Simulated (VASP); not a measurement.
Runs of VASP 6.6.1 on Al3Cu2. The structure is that of space group P-3m1 (No. 164), or close to it. The cells are those of the table. 

```csv
cell,further INCAR settings,gap on the mesh (eV),pressure (GPa),largest force (eV/Å)
"a = 4.222, b = 4.222, c = 4.982 Å, angles 90.0, 90.0, 120.0°, 5 atoms",ALGO = Fast; EDIFF = 1e-06; NBANDS = 24,none,-5.1,0.09
"a = 3.853, b = 3.853, c = 4.982 Å, angles 90.0, 90.0, 120.0°, 5 atoms",ALGO = Fast; EDIFF = 1e-06; NBANDS = 24,none,19.4,0.20
"a = 3.914, b = 3.914, c = 4.982 Å, angles 90.0, 90.0, 120.0°, 5 atoms",ALGO = Fast; EDIFF = 1e-06; NBANDS = 24,none,11.3,0.15
"a = 4.037, b = 4.037, c = 4.982 Å, angles 90.0, 90.0, 120.0°, 5 atoms",ALGO = Fast; EDIFF = 1e-06; NBANDS = 24,none,4.1,0.04
"a = 3.976, b = 3.976, c = 4.982 Å, angles 90.0, 90.0, 120.0°, 5 atoms",ALGO = Fast; EDIFF = 1e-07; NBANDS = 24,none,(b),0.09
"a = 4.345, b = 4.345, c = 4.982 Å, angles 90.0, 90.0, 120.0°, 5 atoms",ALGO = Fast; EDIFF = 1e-06; NBANDS = 24,none,-8.7,0.17
"a = 4.314, b = 4.314, c = 4.982 Å, angles 90.0, 90.0, 120.0°, 5 atoms",ALGO = Fast; EDIFF = 1e-06; NBANDS = 24,none,-8.7,0.15
"a = 4.160, b = 4.160, c = 4.982 Å, angles 90.0, 90.0, 120.0°, 5 atoms",ALGO = Fast; EDIFF = 1e-06; NBANDS = 24,none,(c),(a)
```

Alike in all rows: task single point; level PBEsol; potentials or basis VASP PAW PBE potentials, release 64 (Al, Cu); no spin polarisation; k mesh 12 × 12 × 10; cutoff (eV) 520; smearing gaussian 0.15 eV.

Problem. Estimate the missing entries.

Solution. (a) 0.05; (b) 8.3; (c) -2.8.

Caveats: the PAW data sets were made with another functional, which shifts forces and pressure a little.

A gap of «none» marks levels without a gap at the run's occupations.
